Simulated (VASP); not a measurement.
# LiTa4O (P-6m2) in VASP: further runs, part 2 of 2

VASP 6.6.1.

## Step 3: Single point, PBE

This run uses another cell than the first one, of 19.37 Å³/atom.

INCAR reads:

```
SYSTEM = LiTa4O
PREC = Accurate
ENCUT = 520
EDIFF = 1E-6
ISMEAR = 0
SIGMA = 0.1
LREAL = .FALSE.
LASPH = .TRUE.
NELM = 100
ALGO = Normal
ISIF = 2
LWAVE = .FALSE.
LCHARG = .FALSE.
GGA = PE
NBANDS = 36
```

KPOINTS reads:

```
regular mesh
0
G
  12 12 8
  0 0 0
```

POSCAR reads:

```
LiTa4O
1.0
    5.5138045961      0.0000000000      0.0000000000
   -2.7569022981      4.7750948517      0.0000000000
    0.0000000000      0.0000000000      4.4151222126
Li Ta O
1 4 1
Direct
    0.0000000000      0.0000000000      0.0000000000
    0.6666666667      0.3333333333      0.0000000000
    0.5045127121      0.0090254241      0.5000000000
    0.9909745759      0.4954872879      0.5000000000
    0.5045127121      0.4954872879      0.5000000000
    0.3333333333      0.6666666667      0.0000000000
```

Potentials or basis: VASP PAW PBE potentials, release 64 (Li_sv, Ta_pv, O).

Launch:

```sh
$ cat potpaw_PBE.64/Li_sv/POTCAR potpaw_PBE.64/Ta_pv/POTCAR potpaw_PBE.64/O/POTCAR > POTCAR
$ mpirun -np 1 vasp_std > vasp.out
```

OUTCAR:

```text
SYSTEM = LiTa4O
   PREC = Accurate
   ENCUT = 520
   EDIFF = 1E-6
   ISMEAR = 0
   LREAL = .FALSE.
   LASPH = .TRUE.
   NELM = 100
   ISIF = 2
   GGA = PE

 ion  position               nearest neighbor table
   1  0.000  0.000  0.000-
   2  0.667  0.333  0.000-   4 2.70   4 2.70   3 2.70   3 2.70   5 2.70   5 2.70
   3  0.505  0.009  0.500-   4 2.68   5 2.68   2 2.70   2 2.70   6 2.75   6 2.75   4 2.83   5 2.83

   4  0.991  0.495  0.500-   3 2.68   5 2.68   2 2.70   2 2.70   6 2.75   6 2.75   3 2.83   5 2.83

[... 1147 lines left out ...]
  -------------------------------------------------------------------------------------
  Total        0.0316307      0.0316307      0.0497398     -0.0000000     -0.0000000      0.0000000
  in kB        0.4359559      0.4359559      0.6855484     -0.0000000     -0.0000000      0.0000000
  external PRESSURE =       0.5191534 kB  Pullay stress =       0.0000000 kB

 VOLUME and BASIS-vectors are now :
 -----------------------------------------------------------------------------
  energy-cutoff  :      520.00
  volume of cell :      116.25
      direct lattice vectors                 reciprocal lattice vectors
     5.513804596  0.000000000  0.000000000     0.181362974  0.104709962  0.000000000
    -2.756902298  4.775094852  0.000000000     0.000000000  0.209419924  0.000000000
     0.000000000  0.000000000  4.415122213     0.000000000  0.000000000  0.226494297

 POSITION                                       TOTAL-FORCE (eV/Angst)
 -----------------------------------------------------------------------------------
      0.00000      0.00000      0.00000        -0.000000      0.000000     -0.000000
      2.75690      1.59170      0.00000        -0.000000      0.000000     -0.000000
      2.75690      0.04310      2.20756        -0.000000      0.000073     -0.000000
      4.09803      2.36600      2.20756        -0.000063     -0.000036      0.000000
      1.41577      2.36600      2.20756         0.000063     -0.000036      0.000000
     -0.00000      3.18340      0.00000        -0.000000      0.000000     -0.000000
 -----------------------------------------------------------------------------------
    total drift:                               -0.000000      0.000000      0.000000

  FREE ENERGIE OF THE ION-ELECTRON SYSTEM (eV)
  ---------------------------------------------------
  free  energy   TOTEN  =       -49.5076196786 eV

  energy  without entropy=      -49.4817127986  energy(sigma->0) =      -49.49466624
```

OSZICAR:

```text
N       E                     dE             d eps       ncg     rms          rms(c)
DAV:   1     0.496975635156E+03    0.49698E+03   -0.27962E+04  6848   0.145E+03
DAV:   2    -0.254021670254E+02   -0.52238E+03   -0.50840E+03  7872   0.420E+02
DAV:   3    -0.519649598588E+02   -0.26563E+02   -0.25739E+02 10192   0.831E+01
DAV:   4    -0.529895483272E+02   -0.10246E+01   -0.10183E+01  9908   0.141E+01
DAV:   5    -0.530111757697E+02   -0.21627E-01   -0.21610E-01  9164   0.212E+00    0.249E+01
DAV:   6    -0.509802577971E+02    0.20309E+01   -0.15951E+01  8436   0.220E+01    0.152E+01
DAV:   7    -0.499098787736E+02    0.10704E+01   -0.98471E+00  9220   0.136E+01    0.864E+00
DAV:   8    -0.495109326395E+02    0.39895E+00   -0.15855E+00  8512   0.655E+00    0.168E+00
DAV:   9    -0.495129316266E+02   -0.19990E-02   -0.37033E-01  8584   0.378E+00    0.782E-01
DAV:  10    -0.495082105913E+02    0.47210E-02   -0.35760E-02  9152   0.127E+00    0.390E-01
DAV:  11    -0.495078884315E+02    0.32216E-03   -0.89260E-03  9020   0.505E-01    0.158E-01
DAV:  12    -0.495076019819E+02    0.28645E-03   -0.14322E-03  9168   0.203E-01    0.410E-02
DAV:  13    -0.495076219557E+02   -0.19974E-04   -0.24723E-04  7916   0.744E-02    0.161E-02
DAV:  14    -0.495076204876E+02    0.14681E-05   -0.16000E-05  8992   0.252E-02    0.694E-03
DAV:  15    -0.495076196786E+02    0.80907E-06   -0.11829E-06  4788   0.629E-03
   1 F= -.49507620E+02 E0= -.49494666E+02  d E =-.259069E-01
```

It took 3.3 min on 1 thread of Intel Xeon 6975P-C (Granite Rapids), shared host; peak memory 0.47 GiB.

Results:

```
Free energy            : -49.5076 eV
Band gap on the k mesh : zero (an odd number of electrons rules out a gap without spin polarisation)
```

Caveat: the cutoff is under 1.25 times the usual one of these potentials, so pressure, stress and relaxed cells hold a basis-set (Pulay) error; spin-orbit coupling is left out, which moves the levels of the heavy elements; an odd number of electrons without spin polarisation forces a metal; a magnetic or distorted state may lie lower.

## Step 4: Single point, PBE, collinear spin

This run uses another cell than the first one, of 19.38 Å³/atom.

INCAR reads:

```
PREC     = Accurate       # precision mode
ENCUT    = 520            # plane-wave cutoff, eV
EDIFF    = 1E-7           # SCF threshold, eV
ISMEAR   = 0              # smearing method
SIGMA    = 0.1            # smearing width, eV
LREAL    = False          # projectors in reciprocal space
LASPH    = True           # aspherical terms in the spheres
NELM     = 150            # most SCF steps
ALGO     = Normal         # electronic algorithm
ISIF     = 2              # what is computed and relaxed
LWAVE    = False          # write WAVECAR
LCHARG   = False          # write CHGCAR
ISPIN    = 2              # spin polarisation
MAGMOM   = 0 1 1 1 1 0    # initial moments
LORBIT   = 11             # projections on sites
LMAXMIX  = 4              # l up to which the mixer works
GGA      = PE             # functional
NBANDS   = 40             # bands
```

KPOINTS reads:

```
regular mesh
0
Gamma
  6 6 4
```

POSCAR reads:

```
LiTa4O
1.0
    5.5074627089      0.0000000000      0.0000000000
   -2.7537313545      4.7696026163      0.0000000000
    0.0000000000      0.0000000000      4.4270358937
Li Ta O
1 4 1
Direct
    0.0000000000      0.0000000000      0.0000000000
    0.6666666667      0.3333333333      0.0000000000
    0.5046482216      0.0092964431      0.5000000000
    0.9907035569      0.4953517784      0.5000000000
    0.5046482216      0.4953517784      0.5000000000
    0.3333333333      0.6666666667      0.0000000000
```

Launch:

```sh
$ cat potpaw_PBE.64/Li_sv/POTCAR potpaw_PBE.64/Ta_pv/POTCAR potpaw_PBE.64/O/POTCAR > POTCAR
$ mpirun -np 1 vasp_std > vasp.out
```

Wall time 6.4 min (1 thread of Oxide Virtual Turin-like, shared host); peak memory 0.34 GiB.

It converged, with:

* Free energy: -49.4858 eV
* Net moment: 0.00 μB per cell
* Valence electrons inside the program's atomic spheres: Li 2.05; Ta 9.05, 8.95 (each value once); O 4.76

Forces in eV/Å, atoms in the order of the input:
```
Li   0.000  0.000  0.000
Ta   0.000  0.000  0.000
Ta   0.000  0.003  0.000
Ta  -0.002 -0.001  0.000
Ta   0.002 -0.001  0.000
O    0.000  0.000  0.000
```

Levels at points of the mesh, in eV from the Fermi level:
Spin up:
```csv
k point,band 23,band 24,band 25,band 26,band 27,band 28,band 29,band 30,band 31,band 32
"(0.00, 0.00, 0.00)",-1.99,-1.91,-0.42,0.55,0.55,0.82,0.82,1.33,2.03,2.03
"(0.50, 0.00, 0.00)",-1.52,-1.00,-0.77,-0.59,-0.39,0.43,0.57,0.85,1.25,1.35
"(0.00, 0.00, 0.50)",-1.51,-1.20,-1.20,-0.75,-0.75,1.10,1.67,1.67,3.22,3.36
"(0.50, 0.00, 0.50)",-1.28,-1.06,-0.47,-0.10,0.00,0.44,0.70,0.85,0.88,1.25
```
Spin down:
```
           k point  band 25  band 26  band 27  band 28  band 29  band 30
(0.00, 0.00, 0.00)    -0.42     0.55     0.55     0.82     0.82     1.33
(0.50, 0.00, 0.00)    -0.77    -0.59    -0.39     0.43     0.57     0.85
(0.00, 0.00, 0.50)    -1.20    -0.75    -0.75     1.10     1.67     1.67
(0.50, 0.00, 0.50)    -0.47    -0.10     0.00     0.44     0.70     0.85
```

Caveat: the cutoff is under 1.25 times the usual one of these potentials, so pressure, stress and relaxed cells hold a basis-set (Pulay) error; spin-orbit coupling is left out, which moves the levels of the heavy elements.

## Step 5: Overview

| spin | cell | k mesh | gap on the mesh (eV) | moment (μB) |
| --- | --- | --- | --- | --- |
| collinear | a = 5.111, b = 5.111, c = 3.860 Å, angles 90.0, 90.0, 120.0°, 6 atoms, atomic positions A | 6 × 6 × 4 | none | 0.00 |
| off | a = 5.514, b = 5.514, c = 4.415 Å, angles 90.0, 90.0, 120.0°, 6 atoms, atomic positions A | 12 × 12 × 8 | none | - |
| collinear | a = 5.507, b = 5.507, c = 4.427 Å, angles 90.0, 90.0, 120.0°, 6 atoms, atomic positions B | 6 × 6 × 4 | none | 0.00 |

Alike in all rows: task single point; level PBE; potentials or basis VASP PAW PBE potentials, release 64 (Li_sv, Ta_pv, O); cutoff (eV) 520; smearing gaussian 0.1 eV.

Caveats: some runs use coarse meshes; the cutoff is under 1.25 times the usual one of these potentials, so pressure, stress and relaxed cells hold a basis-set (Pulay) error; spin-orbit coupling is left out, which moves the levels of the heavy elements; forces of over 1 eV/Å act on the atoms, so gaps and moduli don't describe the material at rest (at least some runs); an odd number of electrons without spin polarisation forces a metal (at least some runs); a magnetic or distorted state may lie lower (at least some runs).

Total energies depend on the potentials used, so only differences within one code and one set of settings carry meaning.
